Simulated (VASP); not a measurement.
Input of a VASP 6.6.1 run:

The input POSCAR:

```
MgB2
1.0
    3.0611385625      0.0000000000      0.0000000000
   -1.5305692813      2.6510237596      0.0000000000
    0.0000000000      0.0000000000      3.4446094932
Mg B
1 2
Direct
    0.0000000000      0.0000000000      0.0000000000
    0.3333333333      0.6666666667      0.5000000000
    0.6666666667      0.3333333333      0.5000000000
```

INCAR.step1

```
SYSTEM = MgB2
  PREC = Accurate
  ENCUT = 920
  ISMEAR = 0
  SIGMA = 0.05
  LREAL = .False.
  LASPH = .True.
  NELM = 120
  NBANDS = 15
  GGA = PE
  ALGO = Normal
  EDIFF = 1E-5
  LWAVE = .True.
  LCHARG = .False.
  GGA_COMPAT = .False.
```

Contents of INCAR.step2:

```
SYSTEM = MgB2
  PREC = Accurate
  ENCUT = 920
  EDIFF = 1E-6
  ISMEAR = 0
  SIGMA = 0.05
  LREAL = .False.
  LASPH = .True.
  NELM = 120
  ALGO = Normal
  ISIF = 2
  LWAVE = .False.
  LCHARG = .True.
  METAGGA = R2SCAN
  LMIXTAU = .True.
  LUSE_VDW = .True.
  IVDW_NL = 2
  BPARAM = 11.95
  CPARAM = 0.0093
  LELF = .True.
  LVHAR = .True.
  NBANDS = 15
  ISTART = 1
  GGA_COMPAT = .False.
```

Contents of KPOINTS:

```
regular mesh
0
Gamma
  8 8 6
  0 0 0
```

Potentials or basis: VASP PAW PBE potentials, release 64 (Mg_sv, B).

Launch:

```sh
$ cat potpaw_PBE.64/Mg_sv/POTCAR potpaw_PBE.64/B/POTCAR > POTCAR
$ cp INCAR.step1 INCAR
$ mpirun -np 1 vasp_std > vasp.out
$ cp INCAR.step2 INCAR
$ mpirun -np 1 vasp_std > vasp.out
```

Question: What does it give for the band gap on the k mesh?

Answer: Zero (bands 8 and 9 overlap by 2.83 eV).

Question: Predict the pressure.

Answer: 3.2 GPa.

Caveat: the cell stands under pressure; the PAW data sets were made with another functional, which shifts forces and pressure a little.
